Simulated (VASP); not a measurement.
# C (C2/m) in VASP: further runs

The runs below take C through single point, with r2SCAN.

All numbers are computed with VASP 6.6.1; they aren't measurements. Logs are shortened: lines on timing, memory, paths and dates and some standing lists are left out, and cuts for length are marked.

## Step 1: The cell of the first run

Symmetry: C2/m, No. 12, monoclinic system. The conventional cell has a = 4.360 Å, b = 2.518 Å, c = 4.360 Å, α = 90.00°, β = 109.47°, γ = 90.00°. Within 2.1 Å of C (site symmetry m) lie 4 C at 1.54 to 1.56 Å. Within 2.1 Å of C (site symmetry m) lie 4 C at 1.54 to 1.56 Å.

## Step 2: Single point, r2SCAN (atoms displaced along a vibrational mode)

Input file POSCAR:

```
C
1.0
    0.0000000000     -1.7801417069     -1.7801417069
   -1.7801417069      0.0000000000     -1.7801417069
    1.7801417069      1.7801417069     -3.5602834138
C
4
Direct
    0.8050403394      0.7224798421      0.7499999765
    0.1949596606      0.2775201579      0.2500000235
    0.4300403394      0.3474798421      0.8749999765
    0.8199596606      0.9025201579      0.3750000235
```

Input file INCAR.step1:

```
PREC = Accurate
ENCUT = 520
ISMEAR = 0
SIGMA = 0.05
LREAL = F
LASPH = T
NELM = 80
ISYM = 0
NBANDS = 16
GGA = PE
ALGO = Normal
EDIFF = 1E-4
LWAVE = T
LCHARG = F
```

Input file INCAR.step2:

```
PREC = Accurate
ENCUT = 520
EDIFF = 1E-6
ISMEAR = 0
SIGMA = 0.05
LREAL = F
LASPH = T
NELM = 80
ALGO = Normal
ISIF = 2
LWAVE = F
LCHARG = F
METAGGA = R2SCAN
LMIXTAU = T
ISYM = 0
NBANDS = 16
ISTART = 1
```

Input file KPOINTS:

```
Automatic mesh
0
Gamma
  12 12 10
```

Potentials or basis: VASP PAW PBE potentials, release 64 (C).

Started as:

```
$ cat potpaw_PBE.64/C/POTCAR > POTCAR
$ cp INCAR.step1 INCAR
$ mpirun -np 1 vasp_std > vasp.out
$ cp INCAR.step2 INCAR
$ mpirun -np 1 vasp_std > vasp.out
```

OUTCAR:

```text
PREC = Accurate
   ENCUT = 520
   EDIFF = 1E-6
   ISMEAR = 0
   LREAL = F
   LASPH = T
   NELM = 80
   ISIF = 2
   METAGGA = R2SCAN
   ISYM = 0
   ISTART = 1

 ion  position               nearest neighbor table
   1  0.805  0.722  0.750-   3 1.54   3 1.54   3 1.54   4 1.56
   2  0.195  0.278  0.250-   4 1.54   4 1.54   4 1.54   3 1.56
   3  0.430  0.347  0.875-   1 1.54   1 1.54   1 1.54   2 1.56
   4  0.820  0.903  0.375-   2 1.54   2 1.54   2 1.54   1 1.56

IMPORTANT INFORMATION: All symmetrisations will be switched off!
NOSYMM: (Re-)initialisation of all symmetry stuff for point group C_1.

----------------------------------------------------------------------------------------

                                     Primitive cell

  volume of cell :      22.5644

  direct lattice vectors                    reciprocal lattice vectors
     0.000000000 -1.780141707 -1.780141707     0.140438258 -0.421314773 -0.140438258
    -1.780141707  0.000000000 -1.780141707    -0.421314773  0.140438258 -0.140438258
     1.780141707  1.780141707 -3.560283414     0.140438258  0.140438258 -0.140438258

  length of vectors
     2.517500545  2.517500545  4.360438852     0.465781007  0.465781007  0.243246198

  position of ions in fractional coordinates (direct lattice)
     0.805040339  0.722479842  0.749999976
     0.194959661  0.277520158  0.250000024
     0.430040339  0.347479842  0.874999976
     0.819959661  0.902520158  0.375000024

  ion indices of the primitive-cell ions
   primitive index   ion index
                 1           1
                 2           2
                 3           3
                 4           4

----------------------------------------------------------------------------------------

 KPOINTS: Automatic mesh

Automatic generation of k-mesh.
 Grid dimensions read from file:
 generate k-points for:   12   12   10

 Generating k-lattice:

  Cartesian coordinates                     Fractional coordinates (reciprocal lattice)
     0.011703188 -0.035109564 -0.011703188     0.083333333  0.000000000  0.000000000
    -0.035109564  0.011703188 -0.011703188     0.000000000  0.083333333  0.000000000
     0.014043826  0.014043826 -0.014043826     0.000000000  0.000000000  0.100000000

  Length of vectors
     0.038815084  0.038815084  0.024324620

  Shift w.r.t. Gamma in fractional coordinates (k-lattice)
[... 67 lines left out ...]
   ICHARG =      0    charge: 1-file 2-atom 10-const
   ISPIN  =      1    spin polarized calculation?
   LNONCOLLINEAR =      F non collinear calculations
   LSORBIT =      F    spin-orbit coupling
   LASPH  =      T    aspherical Exc in radial PAW
   ENCUT  =  520.0 eV  38.22 Ry    6.18 a.u.   4.68  4.68  8.11*2*pi/ulx,y,z
   NELM   =     80;   NELMIN=  2; NELMDL=  0     # of ELM steps
   EDIFF  = 0.1E-05   stopping-criterion for ELM
   LREAL  =      F    real-space projection
   EDIFFG = 0.1E-04   stopping-criterion for IOM
   NSW    =      0    number of steps for IOM
   IBRION =     -1    ionic relax: 0-MD 1-quasi-New 2-CG
   NFREE  =      0    steps in history (QN), initial steepest desc. (CG)
   ISIF   =      2    stress and relaxation
   ISYM   =      0    0-nonsym 1-usesym 2-fastsym
   POTIM  = 0.5000    time-step for ionic-motion
   TEBEG  =    0.0;   TEEND  =   0.0 temperature during run
   PSTRESS=    0.0 pullay stress
   NELECT =      16.0000    total number of electrons
   NUPDOWN=      -1.0000    fix difference up-down
   EMIN   =  10.00;   EMAX   =-10.00  energy-range for DOS
   EFERMI =   0.00;   METHOD = LEGACY
   ISMEAR =     0;   SIGMA  =   0.05  broadening in eV -4-tet -1-fermi 0-gaus
   EFERMI_NEDOS =   21; number of points for ismear=-14 and -15
   IALGO  =     38    algorithm
   IMIX   =      4    mixing-type and parameters
     AMIX     =   0.40;   BMIX     =  1.00
     AMIX_MAG =   1.60;   BMIX_MAG =  1.00
  volume/ion in A,a.u.               =       5.64        38.07
  Fermi-wavevector in a.u.,A,eV,Ry     =   1.459846  2.758708 28.996044  2.131149
  Thomas-Fermi vector in A             =   2.576365
   LORBIT       =      0    0 simple, 1 ext, 2 COOP (PROOUT), +10 PAW based schemes
   METAGGA = R2SCAN    functional components
   LHFCALC =     F    Hartree Fock is set to
   AEXX    =    0.0000 exact exchange contribution
   IVDW    =     0    specifies the selected vdW correction
   LEPSILON=     F    determine dielectric tensor
   LRPA    =     F    only Hartree local field effects (RPA)
 non-spin polarized calculation
 Gauss-broadening in eV      SIGMA  =   0.05
  energy-cutoff  :      520.00
  volume of cell :       22.56
 maximum number of plane-waves:       624
   NGX =  9   NGY =  9   NGZ = 17

 number of electron      15.9999999 magnetization

 Free energy of the ion-electron system (eV)
  ---------------------------------------------------
  ext. energy  EPLUGINS =         0.00000000
  ---------------------------------------------------
  free energy    TOTEN  =       -38.91447978 eV

  energy without entropy =      -38.91447978  energy(sigma->0) =      -38.91447978

 E-fermi :  10.2246     XC(G=0): -14.3028

 val. band max:       10.0215903453   @ k =   0.0000   0.0000   0.0000
 cond. band min:      13.8835102259   @ k =  -0.4167   0.0000   0.4000
 fundamental gap:      3.8619198806
 Fermi energy:        10.2246391127

 k-point     1 :       0.0000    0.0000    0.0000
  band No.  band energies     occupation
      1     -12.9636      2.00000
      2      -7.0075      2.00000
      3      -4.2067      2.00000
      4       6.8803      2.00000
      5       6.9563      2.00000
      6       9.4494      2.00000
[... 433 lines left out ...]
      3      -1.2604      2.00000
      4       1.5396      2.00000
      5       2.9613      2.00000
      6       3.9290      2.00000
[... 8 lines left out ...]
     15      22.9401      0.00000
     16      25.8822      0.00000

 [... further k-points ...]
[... 5 lines left out ...]
  --------------------------------------------------------------------------------------
  -------------------------------------------------------------------------------------
  Total        0.3481512     -0.3935596      0.3482162      0.1980224     -0.1979503      0.0702616
  in kB       24.7203584    -27.9445693     24.7249765     14.0605112    -14.0553973      4.9889013
  external PRESSURE =       7.1669219 kB  Pullay stress =       0.0000000 kB

 VOLUME and BASIS-vectors are now :
 -----------------------------------------------------------------------------
  energy-cutoff  :      520.00
  volume of cell :       22.56
      direct lattice vectors                 reciprocal lattice vectors
     0.000000000 -1.780141707 -1.780141707     0.140438258 -0.421314773 -0.140438258
    -1.780141707  0.000000000 -1.780141707    -0.421314773  0.140438258 -0.140438258
     1.780141707  1.780141707 -3.560283414     0.140438258  0.140438258 -0.140438258

 POSITION                                       TOTAL-FORCE (eV/Angst)
 -----------------------------------------------------------------------------------
      0.04899     -0.09798     -5.38941        -0.731652      1.372338      0.731624
     -0.04899      0.09798     -1.73115         0.642168     -1.353134     -0.642173
      0.93906      0.79209     -4.49934        -0.642168      1.353134      0.642173
     -0.93906     -0.79209     -4.40136         0.731652     -1.372338     -0.731624
 -----------------------------------------------------------------------------------
    total drift:                               -0.000000      0.000000      0.000000

  FREE ENERGIE OF THE ION-ELECTRON SYSTEM (eV)
  ---------------------------------------------------
  free  energy   TOTEN  =       -38.9144797757 eV

  energy  without entropy=      -38.9144797757  energy(sigma->0) =      -38.91447978
```

OUTCAR.step1:

```text
PREC = Accurate
   ENCUT = 520
   ISMEAR = 0
   LREAL = F
[... 669 lines left out ...]
      0.04899     -0.09798     -5.38941        -0.701439      1.306691      0.701430
     -0.04899      0.09798     -1.73115         0.607658     -1.293237     -0.607653
      0.93906      0.79209     -4.49934        -0.607658      1.293237      0.607653
     -0.93906     -0.79209     -4.40136         0.701439     -1.306691     -0.701430
 -----------------------------------------------------------------------------------
    total drift:                               -0.000000      0.000000     -0.000000

  FREE ENERGIE OF THE ION-ELECTRON SYSTEM (eV)
  ---------------------------------------------------
  free  energy   TOTEN  =       -35.9857475493 eV

  energy  without entropy=      -35.9857475493  energy(sigma->0) =      -35.98574755
```

Run time: 5.1 min. Hardware: 1 thread of Intel Xeon 6975P-C (Granite Rapids), shared host; peak memory 0.28 GiB.

Results:

- Free energy: -38.9145 eV
- Pressure: 0.7 GPa
- Largest force: 1.719 eV/Å
- Band gap on the k mesh: 3.86 eV (least direct gap 5.55 eV)

Forces in eV/Å, atoms in the order of the input:
```
C   -0.732  1.372  0.732
C    0.642 -1.353 -0.642
C   -0.642  1.353  0.642
C    0.732 -1.372 -0.732
```

Stress tensor (GPa, compression positive):
```
 2.47  1.41  0.50
 1.41 -2.79 -1.41
 0.50 -1.41  2.47
```

Caveat: the cell differs from its parent crystal (atoms displaced along a vibrational mode); the PAW data sets were made with another functional, which shifts forces and pressure a little. A k mesh can miss the band edges.

## Step 3: Single point, r2SCAN (atoms displaced along a vibrational mode)

Input file POSCAR:

```
C
1.0
    0.0000000000     -1.7801417069     -1.7801417069
   -1.7801417069      0.0000000000     -1.7801417069
    1.7801417069      1.7801417069     -3.5602834138
C
4
Direct
    0.7087197455      0.7706401184      0.7500000176
    0.2912802545      0.2293598816      0.2499999824
    0.3337197455      0.3956401184      0.8750000176
    0.9162802545      0.8543598816      0.3749999824
```

Input file INCAR.step1:

```
SYSTEM = C
  ALGO = Normal
  EDIFF = 1E-4
  ENCUT = 520
  GGA = PE
  ISMEAR = 0
  ISYM = 0
  LASPH = .TRUE.
  LCHARG = .FALSE.
  LREAL = .FALSE.
  LWAVE = .TRUE.
  NBANDS = 16
  NELM = 100
  PREC = Accurate
  SIGMA = 0.05
```

Input file INCAR.step2:

```
SYSTEM = C
  ALGO = Normal
  EDIFF = 1E-6
  ENCUT = 520
  ISIF = 2
  ISMEAR = 0
  ISTART = 1
  ISYM = 0
  LASPH = .TRUE.
  LCHARG = .FALSE.
  LMIXTAU = .TRUE.
  LREAL = .FALSE.
  LWAVE = .FALSE.
  METAGGA = R2SCAN
  NBANDS = 16
  NELM = 100
  PREC = Accurate
  SIGMA = 0.05
```

Input file KPOINTS:

```
k-points
0
G
  12 12 10
  0 0 0
```

Potentials or basis: VASP PAW PBE potentials, release 64 (C).

Started as:

```
$ cat potpaw_PBE.64/C/POTCAR > POTCAR
$ cp INCAR.step1 INCAR
$ mpirun -np 1 vasp_std > vasp.out
$ cp INCAR.step2 INCAR
$ mpirun -np 1 vasp_std > vasp.out
```

OUTCAR:

```text
SYSTEM = C
   EDIFF = 1E-6
   ENCUT = 520
   ISIF = 2
   ISMEAR = 0
   ISTART = 1
   ISYM = 0
   LASPH = .TRUE.
   LREAL = .FALSE.
   METAGGA = R2SCAN
   NELM = 100
   PREC = Accurate

 ion  position               nearest neighbor table
   1  0.709  0.771  0.750-   3 1.54   3 1.54   3 1.54   4 1.55
   2  0.291  0.229  0.250-   4 1.54   4 1.54   4 1.54   3 1.55
   3  0.334  0.396  0.875-   1 1.54   1 1.54   1 1.54   2 1.55
   4  0.916  0.854  0.375-   2 1.54   2 1.54   2 1.54   1 1.55

IMPORTANT INFORMATION: All symmetrisations will be switched off!
NOSYMM: (Re-)initialisation of all symmetry stuff for point group C_1.

----------------------------------------------------------------------------------------

                                     Primitive cell

  volume of cell :      22.5644

  direct lattice vectors                    reciprocal lattice vectors
     0.000000000 -1.780141707 -1.780141707     0.140438258 -0.421314773 -0.140438258
    -1.780141707  0.000000000 -1.780141707    -0.421314773  0.140438258 -0.140438258
     1.780141707  1.780141707 -3.560283414     0.140438258  0.140438258 -0.140438258

  length of vectors
[... 155 lines left out ...]

 E-fermi :  10.1398     XC(G=0): -14.2964

 val. band max:        9.9220135807   @ k =   0.0000   0.0000   0.0000
 cond. band min:      14.0378727868   @ k =  -0.4167   0.0000   0.4000
 fundamental gap:      4.1158592061
 Fermi energy:        10.1397689305

 k-point     1 :       0.0000    0.0000    0.0000
  band No.  band energies     occupation
      1     -12.9701      2.00000
      2      -7.0043      2.00000
      3      -4.2525      2.00000
      4       6.8457      2.00000
      5       6.8889      2.00000
      6       9.5930      2.00000
[... 433 lines left out ...]
      3      -1.2958      2.00000
      4       1.5311      2.00000
      5       2.9655      2.00000
      6       3.9008      2.00000
[... 8 lines left out ...]
     15      23.1432      0.00000
     16      25.7620      0.00000

 [... further k-points ...]
[... 5 lines left out ...]
  --------------------------------------------------------------------------------------
  -------------------------------------------------------------------------------------
  Total        0.2588633     -0.1613768      0.2589019      0.1047831     -0.1047420      0.0466033
  in kB       18.3805040    -11.4585073     18.3832402      7.4400876     -7.4371715      3.3090488
  external PRESSURE =       8.4350790 kB  Pullay stress =       0.0000000 kB

 VOLUME and BASIS-vectors are now :
 -----------------------------------------------------------------------------
  energy-cutoff  :      520.00
  volume of cell :       22.56
      direct lattice vectors                 reciprocal lattice vectors
     0.000000000 -1.780141707 -1.780141707     0.140438258 -0.421314773 -0.140438258
    -1.780141707  0.000000000 -1.780141707    -0.421314773  0.140438258 -0.140438258
     1.780141707  1.780141707 -3.560283414     0.140438258  0.140438258 -0.140438258

 POSITION                                       TOTAL-FORCE (eV/Angst)
 -----------------------------------------------------------------------------------
     -0.03674      0.07348     -5.30368         0.483642     -1.017861     -0.483657
      0.03674     -0.07348     -1.81688        -0.540834      1.021713      0.540816
      0.85333      0.96356     -4.41361         0.540834     -1.021713     -0.540816
     -0.85333     -0.96356     -4.48710        -0.483642      1.017861      0.483657
 -----------------------------------------------------------------------------------
    total drift:                                0.000000     -0.000000     -0.000000

  FREE ENERGIE OF THE ION-ELECTRON SYSTEM (eV)
  ---------------------------------------------------
  free  energy   TOTEN  =       -39.0899220806 eV

  energy  without entropy=      -39.0899220806  energy(sigma->0) =      -39.08992208
```

OUTCAR.step1:

```text
SYSTEM = C
   EDIFF = 1E-4
   ENCUT = 520
   GGA = PE
   ISMEAR = 0
[... 669 lines left out ...]
     -0.03674      0.07348     -5.30368         0.458933     -0.973088     -0.458943
      0.03674     -0.07348     -1.81688        -0.518378      0.973834      0.518385
      0.85333      0.96356     -4.41361         0.518378     -0.973834     -0.518385
     -0.85333     -0.96356     -4.48710        -0.458933      0.973088      0.458943
 -----------------------------------------------------------------------------------
    total drift:                               -0.000000     -0.000000     -0.000000

  FREE ENERGIE OF THE ION-ELECTRON SYSTEM (eV)
  ---------------------------------------------------
  free  energy   TOTEN  =       -36.1531123289 eV

  energy  without entropy=      -36.1531123289  energy(sigma->0) =      -36.15311233
```

Run time: 4.9 min. Hardware: 1 thread of Intel Xeon 6975P-C (Granite Rapids), shared host; peak memory 0.28 GiB.

What came out:

| Property | Result |
| --- | --- |
| Free energy | -39.0899 eV |
| Pressure | 0.8 GPa |
| Largest force | 1.276 eV/Å |
| Band gap on the k mesh | 4.12 eV (least direct gap 5.68 eV) |

Forces on the atoms (eV/Å):
```
C    0.484 -1.018 -0.484
C   -0.541  1.022  0.541
C    0.541 -1.022 -0.541
C   -0.484  1.018  0.484
```

Stress tensor (GPa, compression positive):
```
 1.84  0.74  0.33
 0.74 -1.15 -0.74
 0.33 -0.74  1.84
```

Caveat: the cell differs from its parent crystal (atoms displaced along a vibrational mode); the PAW data sets were made with another functional, which shifts forces and pressure a little.
